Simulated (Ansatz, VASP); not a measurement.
Mo in VASP and in Ansatz

File POSCAR:

```
Mo
1.0
    2.7536264882      0.0000000000      0.0000000000
   -1.3768132441      2.3847103380      0.0000000000
    0.0000000000      0.0000000000      2.5721032216
Mo
1
Direct
    0.0000000000      0.0000000000      0.5000000000
```

File INCAR.step1:

```
SYSTEM = Mo
  ALGO = Normal
  EDIFF = 1E-4
  ENCUT = 520
  GGA = PE
  ISMEAR = -1
  LASPH = .TRUE.
  LCHARG = .FALSE.
  LREAL = .FALSE.
  LWAVE = .TRUE.
  NBANDS = 13
  NELM = 80
  PREC = Accurate
  SIGMA = 0.1
```

Contents of INCAR.step2:

```
SYSTEM = Mo
  ALGO = Normal
  EDIFF = 1E-6
  ENCUT = 520
  ISIF = 2
  ISMEAR = -1
  ISTART = 1
  LASPH = .TRUE.
  LCHARG = .TRUE.
  LELF = .TRUE.
  LMIXTAU = .TRUE.
  LREAL = .FALSE.
  LVHAR = .TRUE.
  LWAVE = .FALSE.
  METAGGA = R2SCAN
  NBANDS = 13
  NELM = 80
  PREC = Accurate
  SIGMA = 0.1
```

Contents of KPOINTS:

```
k-points
0
G
  12 12 11
  0 0 0
```

Input for Ansatz:

```yaml
crystal:
  lattice:
    - [2.753626488228785, 0.0, 0.0]
    - [-1.3768132441143925, 2.3847103380248087, 0.0]
    - [0.0, 0.0, 2.572103221636519]
  atoms:
    - { symbol: Mo, position: [0.0, 0.0, 0.5] }
basis:
  ecutwfc: 500.0
kpoints:
  mp_grid:
    grid: [12, 12, 11]
hamiltonian:
  xc: r2scan
scf:
  max_iter: 95
  occupations:
    method: fermi_dirac
    width: 0.1
output:
  stress: true
```

Alike in both runs: task single point; functional r2SCAN; k mesh 12 × 12 × 11; occupations fermi-dirac, width 0.1 eV; no spin polarisation.

```csv
,VASP,Ansatz
version,VASP 6.6.1,Ansatz 0.2.0
potentials or method,"VASP PAW PBE potentials, release 64 (Mo_sv), cutoff 520 eV","plane waves, PAW"
valence electrons in the cell,14,14
```

|  | VASP | Ansatz | Ansatz less VASP |
| --- | --- | --- | --- |
| pressure (GPa) | -3.3 | -4.2 | -0.96 |
| traceless stress, the component that is largest in VASP (GPa) | -4.32 | -4.49 | -0.163 |

VASP's potentials were made for PBE, not for r2SCAN. With one functional, cell and mesh, what is left measures potentials, basis and numerics.
